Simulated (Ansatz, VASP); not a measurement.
MnS in VASP and in Ansatz

```
Mn S
1.0
     0.00000    2.57283    2.57283
     2.57283    0.00000    2.57283
     2.57283    2.57283    0.00000
Mn S
1 1
Direct
  0.00000 0.00000 0.00000
  0.50000 0.50000 0.50000
```

Alike in both runs: task single point; functional PBE; k mesh 14 × 14 × 14; occupations gaussian, width 0.1 eV; collinear spin.

```csv
,VASP,Ansatz
version,VASP 6.6.1,Ansatz 0.2.0
potentials or method,"VASP PAW PBE potentials, release 64 (Mn_pv, S), cutoff 520 eV","scalar-relativistic, plane waves, PAW"
valence electrons in the cell,19,21
```

```csv
,VASP,Ansatz,Ansatz less VASP
gap on the k mesh at the Fermi level (eV),none,none,-
pressure (GPa),-1.6,-1.6,-0.03
net moment per atom (μB),2.29,2.29,-0.001
size of the moment on the site where the two differ most (μB),4.16,4.10,-0.064
```

Site moments also hang on the region over which each program counts them. A gap of «none» marks a metal or a gap that the smearing closes. VASP's potentials hold 19 valence electrons a cell and Ansatz's 21, so a difference there can come from the potentials and not from the codes.
